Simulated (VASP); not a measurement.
# Pd (Fm-3m) in VASP: single point with PBE

Aim: the single point of Pd with PBE.

All numbers are computed with VASP 6.6.1; they aren't measurements. Logs are shortened: lines on timing, memory, paths and dates and some standing lists are left out, and cuts for length are marked.

**1. The cell of the first run**

It takes space group Fm-3m (No. 225, cubic). Conventional cell: a = 3.942 Å, b = 3.942 Å, c = 3.942 Å, α = 90.00°, β = 90.00°, γ = 90.00°. Pd (site symmetry m-3m) has 12 Pd at 2.79 Å within 3.7 Å.

**2. Single point, PBE**

Contents of POSCAR:

```
Pd
1.0
    0.0000000000      1.9709678975      1.9709678975
    1.9709678975      0.0000000000      1.9709678975
    1.9709678975      1.9709678975      0.0000000000
Pd
1
Direct
    0.0000000000      0.0000000000      0.0000000000
```

Contents of INCAR.step1:

```
SYSTEM = Pd
ALGO = Normal
EDIFF = 1E-6
ENCUT = 520
GGA = PE
ISIF = 2
ISMEAR = 0
LASPH = .TRUE.
LCHARG = .TRUE.
LMAXMIX = 4
LREAL = .FALSE.
LWAVE = .FALSE.
NBANDS = 11
NELM = 100
PREC = Accurate
SIGMA = 0.05
```

Contents of KPOINTS.step1:

```
k-points
0
G
  18 18 18
  0 0 0
```

Contents of INCAR.step2:

```
SYSTEM = Pd
ALGO = Normal
EDIFF = 1E-6
ENCUT = 520
GGA = PE
ICHARG = 11
ISIF = 2
ISMEAR = -5
LASPH = .TRUE.
LCHARG = .FALSE.
LMAXMIX = 4
LORBIT = 11
LREAL = .FALSE.
LWAVE = .FALSE.
NEDOS = 2001
NELM = 100
PREC = Accurate
SIGMA = 0.05
```

Contents of KPOINTS.step2:

```
k-points
0
G
  27 27 27
  0 0 0
```

Potentials or basis: VASP PAW PBE potentials, release 64 (Pd).

Command:

```sh
$ cat potpaw_PBE.64/Pd/POTCAR > POTCAR
$ cp INCAR.step1 INCAR
$ cp KPOINTS.step1 KPOINTS
$ mpirun -np 1 vasp_std > vasp.out
$ cp INCAR.step2 INCAR
$ cp KPOINTS.step2 KPOINTS
$ mpirun -np 1 vasp_std > vasp.out
```

OUTCAR:

```text
SYSTEM = Pd
   EDIFF = 1E-6
   ENCUT = 520
   GGA = PE
   ICHARG = 11
   ISIF = 2
   ISMEAR = -5
   LASPH = .TRUE.
   LORBIT = 11
   LREAL = .FALSE.
   NELM = 100
   PREC = Accurate

 ion  position               nearest neighbor table
   1  0.000  0.000  0.000-

  LATTYP: Found a face centered cubic cell.
 ALAT       =     3.9419357950

  Lattice vectors:

 A1 = (   0.0000000000,   1.9709678975,   1.9709678975)
 A2 = (   1.9709678975,   0.0000000000,   1.9709678975)
 A3 = (   1.9709678975,   1.9709678975,   0.0000000000)

Analysis of symmetry for initial positions (statically):
=====================================================================
 Subroutine PRICEL returns:
 Original cell was already a primitive cell.

 Routine SETGRP: Setting up the symmetry group for a
 face centered cubic supercell.

 Subroutine GETGRP returns: Found 48 space group operations
 (whereof 48 operations were pure point group operations)
 out of a pool of 48 trial point group operations.

The static configuration has the point symmetry O_h .

Analysis of symmetry for dynamics (positions and initial velocities):
=====================================================================
 Subroutine PRICEL returns:
 Original cell was already a primitive cell.

 Routine SETGRP: Setting up the symmetry group for a
 face centered cubic supercell.

 Subroutine GETGRP returns: Found 48 space group operations
 (whereof 48 operations were pure point group operations)
 out of a pool of 48 trial point group operations.

The dynamic configuration has the point symmetry O_h .

 Subroutine INISYM returns: Found 48 space group operations
 (whereof 48 operations are pure point group operations),
 and found     1 'primitive' translations

----------------------------------------------------------------------------------------

                                     Primitive cell

  volume of cell :      15.3133

  direct lattice vectors                    reciprocal lattice vectors
     0.000000000  1.970967898  1.970967898    -0.253682468  0.253682468  0.253682468
     1.970967898  0.000000000  1.970967898     0.253682468 -0.253682468  0.253682468
     1.970967898  1.970967898  0.000000000     0.253682468  0.253682468 -0.253682468

  length of vectors
     2.787369532  2.787369532  2.787369532     0.439390923  0.439390923  0.439390923

[... 85 lines left out ...]
   NFREE  =      0    steps in history (QN), initial steepest desc. (CG)
   ISIF   =      2    stress and relaxation
   ISYM   =      2    0-nonsym 1-usesym 2-fastsym
   POTIM  = 0.5000    time-step for ionic-motion
   TEBEG  =    0.0;   TEEND  =   0.0 temperature during run
   PSTRESS=    0.0 pullay stress
   NELECT =      10.0000    total number of electrons
   NUPDOWN=      -1.0000    fix difference up-down
   EMIN   =  10.00;   EMAX   =-10.00  energy-range for DOS
   EFERMI =   0.00;   METHOD = LEGACY
   ISMEAR =    -5;   SIGMA  =   0.05  broadening in eV -4-tet -1-fermi 0-gaus
   EFERMI_NEDOS =   21; number of points for ismear=-14 and -15
   IALGO  =     38    algorithm
   IMIX   =      4    mixing-type and parameters
     AMIX     =   0.40;   BMIX     =  1.00
     AMIX_MAG =   1.60;   BMIX_MAG =  1.00
  volume/ion in A,a.u.               =      15.31       103.34
  Fermi-wavevector in a.u.,A,eV,Ry     =   1.420317  2.684010 27.447038  2.017300
  Thomas-Fermi vector in A             =   2.541245
   LORBIT       =     11    0 simple, 1 ext, 2 COOP (PROOUT), +10 PAW based schemes
   GGA     = PE    functional components
   LHFCALC =     F    Hartree Fock is set to
   AEXX    =    0.0000 exact exchange contribution
   IVDW    =     0    specifies the selected vdW correction
   LEPSILON=     F    determine dielectric tensor
   LRPA    =     F    only Hartree local field effects (RPA)
 non-spin polarized calculation
 Fermi weights with tetrahedron method with Bloechl corrections
  energy-cutoff  :      520.00
  volume of cell :       15.31
 maximum number of plane-waves:       428
 NGX is ok and might be reduce to    24

 number of electron      10.0000000 magnetization

 Free energy of the ion-electron system (eV)
  ---------------------------------------------------
  ext. energy  EPLUGINS =         0.00000000
  ---------------------------------------------------
  free energy    TOTEN  =        -5.21615336 eV

  energy without entropy =       -5.21615336  energy(sigma->0) =       -5.21615336

 E-fermi :   9.1454     XC(G=0): -12.9520

 val. band max:        9.1580955214   @ k =   0.4815   0.1111   0.0000
 cond. band min:       9.0614848372   @ k =   0.4074   0.0000   0.0000
 fundamental gap:     -0.0966106842
 Fermi energy:         9.1453664449

 k-point     1 :       0.0000    0.0000    0.0000
  band No.  band energies     occupation
      1       2.3100      2.00000
      2       6.4892      2.00000
      3       6.4892      2.00000
      4       6.4892      2.00000
      5       8.0043      2.00000
      6       8.0043      2.00000
      7      26.3303      0.00000
      8      30.8954      0.00000
      9      30.8955      0.00000
[... 265 lines left out ...]
 k-point    24 :       0.3704    0.0370    0.0000
  band No.  band energies     occupation
      1       4.2727      2.00000
      2       6.5642      2.00000
      3       6.6295      2.00000
      4       7.7964      2.00000
      5       8.8091      2.00000
      6       8.8617      1.92654
      7      19.4556      0.00000
      8      26.3700      0.00000
      9      30.3905      0.00000

 [... further k-points ...]

------------------------ aborting loop because EDIFF is reached ----------------------------------------

  FORCE on cell =-STRESS in cart. coord.  units (eV):
  Direction    XX          YY          ZZ          XY          YZ          ZX
  --------------------------------------------------------------------------------------
  -------------------------------------------------------------------------------------
  Total        0.0182448      0.0182448      0.0182448      0.0000000      0.0000000      0.0000000
  in kB        1.9088951      1.9088951      1.9088951      0.0000000      0.0000000      0.0000000
  external PRESSURE =       1.9088951 kB  Pullay stress =       0.0000000 kB

 VOLUME and BASIS-vectors are now :
 -----------------------------------------------------------------------------
  energy-cutoff  :      520.00
  volume of cell :       15.31
      direct lattice vectors                 reciprocal lattice vectors
     0.000000000  1.970967898  1.970967898    -0.253682468  0.253682468  0.253682468
     1.970967898  0.000000000  1.970967898     0.253682468 -0.253682468  0.253682468
     1.970967898  1.970967898  0.000000000     0.253682468  0.253682468 -0.253682468

 POSITION                                       TOTAL-FORCE (eV/Angst)
 -----------------------------------------------------------------------------------
      0.00000      0.00000      0.00000        -0.000000     -0.000000      0.000000
 -----------------------------------------------------------------------------------
    total drift:                               -0.000000      0.000000     -0.000000

  FREE ENERGIE OF THE ION-ELECTRON SYSTEM (eV)
  ---------------------------------------------------
  free  energy   TOTEN  =        -5.2161533638 eV

  energy  without entropy=       -5.2161533638  energy(sigma->0) =       -5.21615336

 total charge

# of ion       s       p       d       tot
------------------------------------------
    1        0.470   0.438   8.458   9.366
```

OSZICAR.step1:

```text
N       E                     dE             d eps       ncg     rms          rms(c)
DAV:   1     0.423240091412E+02    0.42324E+02   -0.52256E+03  4306   0.853E+02
DAV:   2    -0.491229836059E+01   -0.47236E+02   -0.45870E+02  4881   0.181E+02
DAV:   3    -0.548851780315E+01   -0.57622E+00   -0.57371E+00  5153   0.212E+01
DAV:   4    -0.549126351802E+01   -0.27457E-02   -0.27454E-02  5140   0.156E+00
DAV:   5    -0.549129570755E+01   -0.32190E-04   -0.32189E-04  5679   0.147E-01    0.696E+00
DAV:   6    -0.523329548672E+01    0.25800E+00   -0.11227E+00  5253   0.851E+00    0.340E+00
DAV:   7    -0.522454606931E+01    0.87494E-02   -0.11138E-02  5477   0.764E-01    0.182E+00
DAV:   8    -0.522115551744E+01    0.33906E-02   -0.10093E-03  5277   0.246E-01    0.585E-02
DAV:   9    -0.522115126746E+01    0.42500E-05   -0.42222E-05  5669   0.556E-02    0.206E-02
DAV:  10    -0.522115514133E+01   -0.38739E-05   -0.39984E-06  5217   0.183E-02    0.453E-03
DAV:  11    -0.522115478815E+01    0.35318E-06   -0.37756E-08  3509   0.195E-03
   1 F= -.52211548E+01 E0= -.52194285E+01  d E =-.345255E-02
```

Wall time 44 s (1 thread of Intel Xeon Platinum 8259CL at 2.50GHz (Skylake/Cascade Lake), shared host); peak memory 0.2 GiB.

What came out:

```
Valence electrons inside the program's atomic spheres : Pd 9.37
```

Caveat: tetrahedron occupations give inexact forces and stress in metals.
